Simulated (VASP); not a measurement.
# Sc3SbP2 (P-4m2) in VASP: notebook, part 3 of 3

VASP 6.6.1. The steps go on from the part before.

**5. Single point, PBE**

This run uses another cell than the first one, of 19.88 Å³/atom.

The input, INCAR:

```
SYSTEM = Sc3SbP2
ALGO     = Fast           ! electronic algorithm
EDIFF    = 1E-6           ! SCF threshold, eV
ENCUT    = 520            ! plane-wave cutoff, eV
GGA      = PE             ! functional
ISIF     = 2              ! what is computed and relaxed
ISMEAR   = 0              ! smearing method
LASPH    = .TRUE.         ! aspherical terms in the spheres
LCHARG   = .FALSE.        ! write CHGCAR
LREAL    = .FALSE.        ! projectors in reciprocal space
LWAVE    = .FALSE.        ! write WAVECAR
NBANDS   = 33             ! bands
NELM     = 100            ! most SCF steps
PREC     = Accurate       ! precision mode
SIGMA    = 0.1            ! smearing width, eV
```

The input, KPOINTS:

```
k-points
0
G
  10 10 6
  0 0 0
```

The input, POSCAR:

```
Sc3SbP2
1.0
    3.9023645848      0.0000000000      0.0000000000
    0.0000000000      3.9023645848      0.0000000000
    0.0000000000      0.0000000000      7.8333704084
Sc Sb P
3 1 2
Direct
    0.0000000000      0.0000000000      0.0000000000
    0.5000000000      0.0000000000      0.6454665990
    0.0000000000      0.5000000000      0.3545334010
    0.5000000000      0.5000000000      0.0000000000
    0.5000000000      0.0000000000      0.3130384377
    0.0000000000      0.5000000000      0.6869615623
```

Command:

```
cat potpaw_PBE.64/Sc_sv/POTCAR potpaw_PBE.64/Sb/POTCAR potpaw_PBE.64/P/POTCAR > POTCAR
mpirun -np 1 vasp_std > vasp.out
```

Wall time 9.5 min (1 thread of Oxide Virtual Turin-like, shared host); peak memory 0.4 GiB.

The run converged. Its results:

```
Free energy            : -39.6011 eV
Pressure               : 0.1 GPa
Largest force          : 0.029 eV/Å
Band gap on the k mesh : zero (bands 24 and 25 overlap by 1.01 eV)
```

Forces in eV/Å, atoms in the order of the input:
```
Sc   0.000  0.000  0.000
Sc   0.000  0.000  0.007
Sc   0.000  0.000 -0.007
Sb   0.000  0.000  0.000
P    0.000  0.000 -0.029
P    0.000  0.000  0.029
```

Levels at points of the mesh, in eV from the Fermi level:
```csv
k point,band 21,band 22,band 23,band 24,band 25,band 26,band 27,band 28
"(0.00, 0.00, 0.00)",-1.67,-1.37,-0.94,-0.24,-0.24,0.03,0.82,1.24
"(0.50, 0.00, 0.00)",-2.53,-2.22,-1.84,-0.32,0.43,1.11,1.67,1.73
"(0.50, 0.50, 0.00)",-3.24,-2.41,-2.41,-1.00,0.19,1.37,1.67,1.67
"(0.00, 0.00, 0.50)",-1.73,-1.73,-0.88,0.22,0.33,0.33,0.81,0.81
"(0.50, 0.00, 0.50)",-2.50,-2.27,-1.69,-0.34,0.62,0.74,1.51,1.69
"(0.50, 0.50, 0.50)",-2.35,-1.59,-1.59,-1.58,-0.52,1.02,1.02,1.94
```

Caveat: spin-orbit coupling is left out, which moves the levels of the heavy elements.

**6. Overview**

```tsv
task	cell	k mesh	cutoff (eV)	gap on the mesh (eV)	pressure (GPa)	largest force (eV/Å)
single point	a = 4.021, b = 4.021, c = 6.689 Å, 6 atoms, atomic positions A	4 × 4 × 4	520	none	11.9	3.01
single point	a = 3.912, b = 3.912, c = 7.775 Å, 6 atoms, atomic positions B	4 × 4 × 4	520	none	0.1	0.02
relaxation of cell and atoms	relaxed from a = 4.021, b = 4.021, c = 6.689 Å, 6 atoms, atomic positions A	4 × 4 × 4	600	none	0.1	0.02
single point	a = 3.902, b = 3.902, c = 7.833 Å, 6 atoms, atomic positions C	10 × 10 × 6	520	none	0.1	0.03
```

Alike in all rows: level PBE; potentials or basis VASP PAW PBE potentials, release 64 (Sc_sv, Sb, P); no spin polarisation; smearing gaussian 0.1 eV.

Caveats: some runs use coarse meshes; spin-orbit coupling is left out, which moves the levels of the heavy elements; forces of over 1 eV/Å act on the atoms, so gaps and moduli don't describe the material at rest (at least some runs); a cell axis changed by over 15 % at a fixed basis, so the end point is rough (at least some runs).

Total energies depend on the potentials used, so only differences within one code and one set of settings carry meaning.
